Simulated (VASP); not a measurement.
# Ag (Im-3m) in VASP: further runs

Runs on Ag. Level: r2SCAN. Tasks: single point.

Everything below comes from runs of VASP 6.6.1. Logs are shortened: lines on timing, memory, paths and dates and some standing lists are left out, and cuts for length are marked.

## Step 1: The cell of the first run

Symmetry: Im-3m, No. 229, cubic system. Conventional cell: a = 3.289 Å, b = 3.289 Å, c = 3.289 Å, α = 90.00°, β = 90.00°, γ = 90.00°. Within 3.8 Å of Ag (site symmetry m-3m) lie 14 Ag at 2.85 to 3.29 Å.

## Step 2: Single point, r2SCAN

Contents of POSCAR:

```
Ag
1.0
   -1.6445418934      1.6445418934      1.6445418934
    1.6445418934     -1.6445418934      1.6445418934
    1.6445418934      1.6445418934     -1.6445418934
Ag
1
Direct
    0.0000000000      0.0000000000      0.0000000000
```

Contents of INCAR.step1:

```
PREC     = Accurate       # precision mode
ENCUT    = 520            # plane-wave cutoff, eV
ISMEAR   = -1             # smearing method
SIGMA    = 0.05           # smearing width, eV
LREAL    = F              # projectors in reciprocal space
LASPH    = T              # aspherical terms in the spheres
NELM     = 60             # most SCF steps
NBANDS   = 12             # bands
GGA      = PE             # functional
ALGO     = Normal         # electronic algorithm
EDIFF    = 1E-4           # SCF threshold, eV
LWAVE    = T              # write WAVECAR
LCHARG   = F              # write CHGCAR
```

Contents of INCAR.step2:

```
PREC     = Accurate       # precision mode
ENCUT    = 520            # plane-wave cutoff, eV
EDIFF    = 1E-6           # SCF threshold, eV
ISMEAR   = -1             # smearing method
SIGMA    = 0.05           # smearing width, eV
LREAL    = F              # projectors in reciprocal space
LASPH    = T              # aspherical terms in the spheres
NELM     = 60             # most SCF steps
ALGO     = Normal         # electronic algorithm
ISIF     = 2              # what is computed and relaxed
LWAVE    = F              # write WAVECAR
LCHARG   = F              # write CHGCAR
METAGGA  = R2SCAN         # meta-GGA
LMIXTAU  = T            
NBANDS   = 12             # bands
ISTART   = 1
```

Contents of KPOINTS:

```
Automatic mesh
0
Gamma
  11 11 11
```

Potentials or basis: VASP PAW PBE potentials, release 64 (Ag).

Run with:

```bash
$ cat potpaw_PBE.64/Ag/POTCAR > POTCAR
$ cp INCAR.step1 INCAR
$ mpirun -np 1 vasp_std > vasp.out
$ cp INCAR.step2 INCAR
$ mpirun -np 1 vasp_std > vasp.out
```

OUTCAR:

```text
PREC = Accurate
   ENCUT = 520
   EDIFF = 1E-6
   ISMEAR = -1
   LREAL = F
   LASPH = T
   NELM = 60
   ISIF = 2
   METAGGA = R2SCAN
   ISTART = 1

 ion  position               nearest neighbor table
   1  0.000  0.000  0.000-

  LATTYP: Found a body centered cubic cell.
 ALAT       =     3.2890837868

  Lattice vectors:

 A1 = (  -1.6445418934,   1.6445418934,   1.6445418934)
 A2 = (   1.6445418934,  -1.6445418934,   1.6445418934)
 A3 = (   1.6445418934,   1.6445418934,  -1.6445418934)

Analysis of symmetry for initial positions (statically):
=====================================================================
 Subroutine PRICEL returns:
 Original cell was already a primitive cell.

 Routine SETGRP: Setting up the symmetry group for a
 body centered cubic supercell.

 Subroutine GETGRP returns: Found 48 space group operations
 (whereof 48 operations were pure point group operations)
 out of a pool of 48 trial point group operations.

The static configuration has the point symmetry O_h .

Analysis of symmetry for dynamics (positions and initial velocities):
=====================================================================
 Subroutine PRICEL returns:
 Original cell was already a primitive cell.

 Routine SETGRP: Setting up the symmetry group for a
 body centered cubic supercell.

 Subroutine GETGRP returns: Found 48 space group operations
 (whereof 48 operations were pure point group operations)
 out of a pool of 48 trial point group operations.

The dynamic configuration has the point symmetry O_h .

 Subroutine INISYM returns: Found 48 space group operations
 (whereof 48 operations are pure point group operations),
 and found     1 'primitive' translations

----------------------------------------------------------------------------------------

                                     Primitive cell

  volume of cell :      17.7908

  direct lattice vectors                    reciprocal lattice vectors
    -1.644541893  1.644541893  1.644541893     0.000000000  0.304036037  0.304036037
     1.644541893 -1.644541893  1.644541893     0.304036037  0.000000000  0.304036037
     1.644541893  1.644541893 -1.644541893     0.304036037  0.304036037  0.000000000

  length of vectors
     2.848430115  2.848430115  2.848430115     0.429971887  0.429971887  0.429971887

  position of ions in fractional coordinates (direct lattice)
     0.000000000  0.000000000  0.000000000

  ion indices of the primitive-cell ions
   primitive index   ion index
                 1           1

----------------------------------------------------------------------------------------

 KPOINTS: Automatic mesh

Automatic generation of k-mesh.
 Grid dimensions read from file:
 generate k-points for:   11   11   11

 Generating k-lattice:

  Cartesian coordinates                     Fractional coordinates (reciprocal lattice)
     0.000000000  0.027639640  0.027639640     0.090909091  0.000000000  0.000000000
     0.027639640  0.000000000  0.027639640     0.000000000  0.090909091  0.000000000
     0.027639640  0.027639640  0.000000000     0.000000000  0.000000000  0.090909091

  Length of vectors
     0.039088353  0.039088353  0.039088353

  Shift w.r.t. Gamma in fractional coordinates (k-lattice)
     0.000000000  0.000000000  0.000000000

 Subroutine IBZKPT returns following result:
 ===========================================

 Found     56 irreducible k-points:

 Following reciprocal coordinates:
            Coordinates               Weight
  0.000000  0.000000  0.000000      1.000000
  0.090909  0.000000  0.000000     12.000000
  0.181818  0.000000  0.000000     12.000000
  0.272727  0.000000  0.000000     12.000000
  0.363636  0.000000  0.000000     12.000000
  0.454545  0.000000  0.000000     12.000000
[... 16 lines left out ...]
  0.272727  0.181818  0.090909     48.000000
  0.363636  0.181818  0.090909     24.000000
 [... further k-points ...]
   k-points           NKPTS =     56   k-points in BZ     NKDIM =     56   number of bands    NBANDS=     12
   number of dos      NEDOS =    301   number of ions     NIONS =      1
   total plane-waves  NPLWV =  13824
   dimension x,y,z NGX =    24 NGY =   24 NGZ =   24
   dimension x,y,z NGXF=    48 NGYF=   48 NGZF=   48
   ions per type =               1
   NGX,Y,Z   is equivalent  to a cutoff of  14.01, 14.01, 14.01 a.u.
   NGXF,Y,Z  is equivalent  to a cutoff of  28.01, 28.01, 28.01 a.u.
 SYSTEM =  unknown system
   PREC   = accura    normal or accurate (medium, high low for compatibility)
   ISTART =      1    job   : 0-new  1-cont  2-samecut
   ICHARG =      0    charge: 1-file 2-atom 10-const
   ISPIN  =      1    spin polarized calculation?
   LNONCOLLINEAR =      F non collinear calculations
   LSORBIT =      F    spin-orbit coupling
   LASPH  =      T    aspherical Exc in radial PAW
   ENCUT  =  520.0 eV  38.22 Ry    6.18 a.u.   5.30  5.30  5.30*2*pi/ulx,y,z
   NELM   =     60;   NELMIN=  2; NELMDL=  0     # of ELM steps
[... 63 lines left out ...]
      7      26.4116      0.00000
      8      26.4116      0.00000
      9      26.4116      0.00000
     10      32.2212      0.00000
     11      32.2212      0.00000
     12      32.2212      0.00000

 k-point     2 :       0.0909    0.0000    0.0000
  band No.  band energies     occupation
      1       0.4990      2.00000
      2       2.6966      2.00000
      3       2.7722      2.00000
      4       2.9087      2.00000
      5       3.9587      2.00000
      6       4.0280      2.00000
      7      25.5711      0.00000
      8      26.2533      0.00000
      9      26.5654      0.00000
     10      30.1021      0.00000
     11      30.2055      0.00000
     12      30.6607      0.00000

 k-point     3 :       0.1818    0.0000    0.0000
  band No.  band energies     occupation
      1       1.1850      2.00000
      2       2.5321      2.00000
      3       2.8793      2.00000
      4       3.3281      2.00000
      5       3.8517      2.00000
      6       4.0436      2.00000
      7      22.7597      0.00000
      8      25.1815      0.00000
      9      26.9534      0.00000
     10      28.1050      0.00000
     11      28.8808      0.00000
     12      29.9926      0.00000

 k-point     4 :       0.2727    0.0000    0.0000
  band No.  band energies     occupation
      1       1.6336      2.00000
      2       2.3239      2.00000
      3       3.6631      2.00000
      4       3.8371      2.00000
      5       3.9255      2.00000
      6       4.0716      2.00000
      7      19.0638      0.00000
      8      23.6098      0.00000
      9      25.6784      0.00000
     10      27.4049      0.00000
     11      28.7051      0.00000
     12      31.4539      0.00000

 k-point     5 :       0.3636    0.0000    0.0000
  band No.  band energies     occupation
      1       1.5429      2.00000
      2       2.1395      2.00000
      3       3.9027      2.00000
      4       4.1055      2.00000
      5       4.5355      2.00000
      6       5.4406      2.00000
      7      15.4439      0.00000
      8      22.3574      0.00000
      9      23.7750      0.00000
     10      27.7638      0.00000
     11      28.8899      0.00000
     12      33.7400      0.00000
[... 228 lines left out ...]
      1       0.7625      2.00000
      2       2.7900      2.00000
      3       2.7900      2.00000
      4       2.9066      2.00000
      5       3.8051      2.00000
      6       4.1137      2.00000
      7      25.0755      0.00000
      8      26.4027      0.00000
      9      26.4027      0.00000
     10      27.6870      0.00000
     11      30.2123      0.00000
     12      30.2123      0.00000

 k-point    22 :       0.1818    0.1818    0.0909
  band No.  band energies     occupation
      1       2.0859      2.00000
      2       2.3170      2.00000
      3       2.9219      2.00000
      4       3.9711      2.00000
      5       4.1072      2.00000
      6       6.7222      2.00000
      7      17.7408      0.00000
      8      18.3472      0.00000
      9      20.4859      0.00000
     10      29.9197      0.00000
     11      33.8453      0.00000
     12      34.5829      0.00000

 k-point    23 :       0.2727    0.1818    0.0909
  band No.  band energies     occupation
      1       1.9767      2.00000
      2       2.2444      2.00000
      3       3.3113      2.00000
      4       4.0294      2.00000
      5       4.1622      2.00000
      6       8.7973      0.00000
      7      14.6122      0.00000
      8      17.2131      0.00000
      9      19.7295      0.00000
     10      30.6707      0.00000
     11      33.6611      0.00000
     12      34.9875      0.00000

 k-point    24 :       0.3636    0.1818    0.0909
  band No.  band energies     occupation
      1       1.9292      2.00000
      2       2.2065      2.00000
      3       3.4797      2.00000
      4       4.0666      2.00000
      5       4.1787      2.00000
      6      10.6971      0.00000
      7      12.2924      0.00000
      8      16.8716      0.00000
      9      19.4682      0.00000
     10      30.9017      0.00000
     11      33.5455      0.00000
     12      34.9960      0.00000

 [... further k-points ...]

------------------------ aborting loop because EDIFF is reached ----------------------------------------

  FORCE on cell =-STRESS in cart. coord.  units (eV):
  Direction    XX          YY          ZZ          XY          YZ          ZX
  --------------------------------------------------------------------------------------
  -------------------------------------------------------------------------------------
  Total       -0.2117730     -0.2117730     -0.2117730      0.0000000      0.0000000      0.0000000
  in kB      -19.0715687    -19.0715687    -19.0715687      0.0000000      0.0000000      0.0000000
  external PRESSURE =     -19.0715687 kB  Pullay stress =       0.0000000 kB

 VOLUME and BASIS-vectors are now :
 -----------------------------------------------------------------------------
  energy-cutoff  :      520.00
  volume of cell :       17.79
      direct lattice vectors                 reciprocal lattice vectors
    -1.644541893  1.644541893  1.644541893     0.000000000  0.304036037  0.304036037
     1.644541893 -1.644541893  1.644541893     0.304036037  0.000000000  0.304036037
     1.644541893  1.644541893 -1.644541893     0.304036037  0.304036037  0.000000000

 POSITION                                       TOTAL-FORCE (eV/Angst)
 -----------------------------------------------------------------------------------
      0.00000      0.00000      0.00000         0.000000     -0.000000      0.000000
 -----------------------------------------------------------------------------------
    total drift:                               -0.000000      0.000000      0.000000

  FREE ENERGIE OF THE ION-ELECTRON SYSTEM (eV)
  ---------------------------------------------------
  free  energy   TOTEN  =       -21.3331592096 eV

  energy  without entropy=      -21.3298656878  energy(sigma->0) =      -21.33151245
```

Wall time 56 s (1 thread of AMD EPYC 7R43 (Zen 3), shared host); peak memory 0.11 GiB.

Results:

```yaml
Free_energy: -21.3332 eV
Pressure: -1.9 GPa
```

Levels at points of the mesh, in eV from the Fermi level:
| k point | band 4 | band 5 | band 6 | band 7 | band 8 | band 9 |
| --- | --- | --- | --- | --- | --- | --- |
| (0.00, 0.00, 0.00) | -5.09 | -3.83 | -3.83 | 18.56 | 18.56 | 18.56 |

Caveat: the PAW data sets were made with another functional, which shifts forces and pressure a little.

## Step 3: Single point, r2SCAN

This run uses another cell than the first one, of 18.15 Å³/atom, 1.020 times its volume.

Contents of POSCAR:

```
Ag
1.0
   -1.6556540000      1.6556540000      1.6556540000
    1.6556540000     -1.6556540000      1.6556540000
    1.6556540000      1.6556540000     -1.6556540000
Ag
1
Direct
    0.0000000000      0.0000000000      0.0000000000
```

Contents of INCAR.step1:

```
SYSTEM = Ag
  PREC = Accurate
  ENCUT = 520
  ISMEAR = -1
  SIGMA = 0.05
  LREAL = .FALSE.
  LASPH = .TRUE.
  NELM = 80
  NBANDS = 12
  GGA = PE
  ALGO = Normal
  EDIFF = 1E-4
  LWAVE = .TRUE.
  LCHARG = .FALSE.
```

Contents of INCAR.step2:

```
SYSTEM = Ag
  PREC = Accurate
  ENCUT = 520
  EDIFF = 1E-7
  ISMEAR = -1
  SIGMA = 0.05
  LREAL = .FALSE.
  LASPH = .TRUE.
  NELM = 80
  ALGO = Normal
  ISIF = 2
  LWAVE = .FALSE.
  LCHARG = .FALSE.
  METAGGA = R2SCAN
  LMIXTAU = .TRUE.
  NBANDS = 12
  ISTART = 1
```

Contents of KPOINTS:

```
regular mesh
0
G
  11 11 11
  0 0 0
```

Potentials or basis: VASP PAW PBE potentials, release 64 (Ag).

Run with:

```bash
$ cat potpaw_PBE.64/Ag/POTCAR > POTCAR
$ cp INCAR.step1 INCAR
$ mpirun -np 1 vasp_std > vasp.out
$ cp INCAR.step2 INCAR
$ mpirun -np 1 vasp_std > vasp.out
```

It took 83 s on 1 thread of AMD EPYC 7R43 (Zen 3), shared host; peak memory 0.11 GiB.

It converged, with:

```yaml
Free_energy: -21.3270 eV
Pressure: -3.7 GPa
```

Levels at points of the mesh, in eV from the Fermi level:
```csv
k point,band 3,band 4,band 5,band 6,band 7,band 8,band 9,band 10
"(0.00, 0.00, 0.00)",-5.02,-5.02,-3.80,-3.80,18.47,18.47,18.47,23.97
```

Caveat: the PAW data sets were made with another functional, which shifts forces and pressure a little.

## Step 4: Single point, r2SCAN

This run uses another cell than the first one, of 18.52 Å³/atom, 1.041 times its volume.

Contents of POSCAR:

```
Ag
1.0
   -1.6666189156      1.6666189156      1.6666189156
    1.6666189156     -1.6666189156      1.6666189156
    1.6666189156      1.6666189156     -1.6666189156
Ag
1
Direct
    0.0000000000      0.0000000000      0.0000000000
```

Contents of INCAR.step1:

```
SYSTEM = Ag
ALGO = Normal ; EDIFF = 1E-4
ENCUT = 520 ; GGA = PE
ISMEAR = -1 ; LASPH = .TRUE.
LCHARG = .FALSE. ; LREAL = .FALSE.
LWAVE = .TRUE. ; NBANDS = 12
NELM = 80 ; PREC = Accurate
SIGMA = 0.05
```

Contents of INCAR.step2:

```
SYSTEM = Ag
ALGO = Normal ; EDIFF = 1E-6
ENCUT = 520 ; ISIF = 2
ISMEAR = -1 ; ISTART = 1
LASPH = .TRUE. ; LCHARG = .FALSE.
LMIXTAU = .TRUE. ; LREAL = .FALSE.
LWAVE = .FALSE. ; METAGGA = R2SCAN
NBANDS = 12 ; NELM = 80
PREC = Accurate ; SIGMA = 0.05
```

Contents of KPOINTS:

```
k-points
0
G
  11 11 11
  0 0 0
```

Run with:

```bash
$ cat potpaw_PBE.64/Ag/POTCAR > POTCAR
$ cp INCAR.step1 INCAR
$ mpirun -np 1 vasp_std > vasp.out
$ cp INCAR.step2 INCAR
$ mpirun -np 1 vasp_std > vasp.out
```

It took 75 s on 1 thread of AMD EPYC 7R43 (Zen 3), shared host; peak memory 0.11 GiB.

The run converged. Its results:

```
Free energy : -21.3171 eV
Pressure    : -5.2 GPa
```

Levels at points of the mesh, in eV from the Fermi level:
```csv
k point,band 2,band 3,band 4,band 5,band 6,band 7,band 8,band 9,band 10,band 11
"(0.00, 0.00, 0.00)",-4.95,-4.95,-4.95,-3.77,-3.77,18.39,18.39,18.39,23.58,23.58
```

Caveat: the PAW data sets were made with another functional, which shifts forces and pressure a little.

## Step 5: Single point, r2SCAN

This run uses another cell than the first one, of 18.88 Å³/atom, 1.061 times its volume.

Contents of POSCAR:

```
Ag
1.0
   -1.6774414196      1.6774414196      1.6774414196
    1.6774414196     -1.6774414196      1.6774414196
    1.6774414196      1.6774414196     -1.6774414196
Ag
1
Direct
    0.0000000000      0.0000000000      0.0000000000
```

Contents of INCAR.step1:

```
SYSTEM = Ag
ALGO     = Normal         ! electronic algorithm
EDIFF    = 1E-4           ! SCF threshold, eV
ENCUT    = 520            ! plane-wave cutoff, eV
GGA      = PE             ! functional
ISMEAR   = -1             ! smearing method
LASPH    = .TRUE.         ! aspherical terms in the spheres
LCHARG   = .FALSE.        ! write CHGCAR
LREAL    = .FALSE.        ! projectors in reciprocal space
LWAVE    = .TRUE.         ! write WAVECAR
NBANDS   = 12             ! bands
NELM     = 80             ! most SCF steps
PREC     = Accurate       ! precision mode
SIGMA    = 0.05           ! smearing width, eV
```

Contents of INCAR.step2:

```
SYSTEM = Ag
ALGO     = Normal         ! electronic algorithm
EDIFF    = 1E-7           ! SCF threshold, eV
ENCUT    = 520            ! plane-wave cutoff, eV
ISIF     = 2              ! what is computed and relaxed
ISMEAR   = -1             ! smearing method
ISTART   = 1            
LASPH    = .TRUE.         ! aspherical terms in the spheres
LCHARG   = .FALSE.        ! write CHGCAR
LMIXTAU  = .TRUE.       
LREAL    = .FALSE.        ! projectors in reciprocal space
LWAVE    = .FALSE.        ! write WAVECAR
METAGGA  = R2SCAN         ! meta-GGA
NBANDS   = 12             ! bands
NELM     = 80             ! most SCF steps
PREC     = Accurate       ! precision mode
SIGMA    = 0.05           ! smearing width, eV
```

KPOINTS is that of step 4.

Run with:

```bash
$ cat potpaw_PBE.64/Ag/POTCAR > POTCAR
$ cp INCAR.step1 INCAR
$ mpirun -np 1 vasp_std > vasp.out
$ cp INCAR.step2 INCAR
$ mpirun -np 1 vasp_std > vasp.out
```

Wall time 78 s (1 thread of AMD EPYC 7R43 (Zen 3), shared host); peak memory 0.11 GiB.

Results (log left out):

| Item | Value |
| --- | --- |
| Free energy | -21.3040 eV |
| Pressure | -6.5 GPa |

Levels at points of the mesh, in eV from the Fermi level:
| k point | band 3 | band 4 | band 5 | band 6 | band 7 | band 8 | band 9 | band 10 |
| --- | --- | --- | --- | --- | --- | --- | --- | --- |
| (0.00, 0.00, 0.00) | -4.89 | -4.89 | -3.75 | -3.75 | 18.30 | 18.30 | 18.30 | 23.20 |

Caveat: the PAW data sets were made with another functional, which shifts forces and pressure a little.

## Step 6: The runs side by side

```csv
cell,gap on the mesh (eV),pressure (GPa)
"a = 2.848 Å, angles 109.5°, 1 atom",none,-1.9
"a = 2.868 Å, angles 109.5°, 1 atom",none,-3.7
"a = 2.887 Å, angles 109.5°, 1 atom",none,-5.2
"a = 2.905 Å, angles 109.5°, 1 atom",none,-6.5
```

Alike in all rows: task single point; level r2SCAN; potentials or basis VASP PAW PBE potentials, release 64 (Ag); no spin polarisation; k mesh 11 × 11 × 11; cutoff (eV) 520; smearing fermi-dirac 0.05 eV.

Caveats: the PAW data sets were made with another functional, which shifts forces and pressure a little.

Total energies depend on the potentials used, so only differences within one code and one set of settings carry meaning.
